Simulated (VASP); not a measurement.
A run of VASP 6.6.1 is set up as follows.

Contents of INCAR:

```
ALGO = Normal ; DIPOL = 0.5 0.5 0.342
EDIFF = 1E-6 ; ENCUT = 520
GGA = PS ; IDIPOL = 3
ISIF = 2 ; ISMEAR = 0
LASPH = T ; LCHARG = F
LDIPOL = T ; LREAL = F
LWAVE = F ; NBANDS = 12
NELM = 60 ; PREC = Accurate
SIGMA = 0.1
```

File KPOINTS:

```
k-points
0
Gamma
  8 5 1
```

POSCAR

```
Mg4H
1.0
    3.1881999939      0.0000000000      0.0000000000
    0.0000000000      5.1084658709      0.0000000000
    0.0000000000      0.0000000000     19.1358427726
Mg H
4 1
Direct
    0.0000000000      0.7500000000      0.2090318178
    0.5000000000      0.2500000000      0.2571276385
    0.5000000000      0.7500000000      0.3576109084
    0.0000000000      0.2500000000      0.3990335238
    0.1250000000      0.2500000000      0.4871209617
```

Potentials or basis: VASP PAW PBE potentials, release 64 (Mg, H).

The run is started by

```sh
$ cat potpaw_PBE.64/Mg/POTCAR potpaw_PBE.64/H/POTCAR > POTCAR
$ mpirun -np 1 vasp_std > vasp.out
```

Problem. Estimate the largest force.

Solution. 0.289 eV/Å.

Problem. Estimate the band gap on the k mesh.

Solution. Zero (an odd number of electrons rules out a gap without spin polarisation).

Forces on the atoms (eV/Å):
```
Mg   0.014  0.000  0.289
Mg   0.032  0.000 -0.030
Mg  -0.022  0.000 -0.195
Mg  -0.268  0.000 -0.074
H    0.244  0.000  0.010
```

Caveat: the PAW data sets were made with another functional, which shifts forces and pressure a little.
